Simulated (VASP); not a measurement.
Wanted: the native input for a VASP 6.6.1 run.

```
Task                   : single point
Functional             : PBEsol
Potentials or basis    : VASP PAW PBE potentials, release 64 (Co)
Cutoff                 : 520 eV
k mesh                 : 16 × 16 × 5
Occupations            : fermi-dirac, width 0.05 eV
Spin                   : collinear spin, ferromagnetic start
Starting moments       : [1.653, 1.653, 1.672, 1.672] μB
Dipole correction      : no
Further INCAR settings : ALGO = Normal; EDIFF = 1e-06; NBANDS = 30
```

The structure of Co lies in POSCAR:

```
Co
1.0
    2.3875699117      0.0000000000      0.0000000000
   -1.1937849559      2.0676961969      0.0000000000
    0.0000000000      0.0000000000      7.7369711182
Co
4
Direct
    0.0000000000      0.0000000000      1.0000000000
    1.0000000000      1.0000000000      0.5000000000
    0.3333333333      0.6666666667      0.2500000000
    0.6666666667      0.3333333333      0.7500000000
```

One way to write it, as run:

INCAR

```
  PREC = Accurate
  ENCUT = 520
  EDIFF = 1E-6
  ISMEAR = -1
  SIGMA = 0.05
  LREAL = F
  LASPH = T
  NELM = 150
  ALGO = Normal
  ISIF = 2
  LWAVE = F
  LCHARG = F
  ISPIN = 2
  MAGMOM = 1.653 1.653 1.672 1.672
  LORBIT = 11
  LMAXMIX = 4
  GGA = PS
  NBANDS = 30
```

KPOINTS

```
regular mesh
0
Gamma
  16 16 5
```

Potentials or basis: VASP PAW PBE potentials, release 64 (Co).

Launch:

```console
$ cat potpaw_PBE.64/Co/POTCAR > POTCAR
$ mpirun -np 1 vasp_std > vasp.out
```

Results of the run:

```yaml
Pressure: 24.1 GPa
Net_moment: 6.12 μB per cell
Site_moments: Co +1.51, +1.53 (each value once) μB
Valence_electrons_inside_the_program's_atomic_spheres: Co 8.56, 8.55 (each value once)
```

Caveat: the cell stands under pressure; the PAW data sets were made with another functional, which shifts forces and pressure a little.

It took 8 min on 1 thread of Intel Xeon 8259CL, on a shared host, peak memory 0.23 GiB.
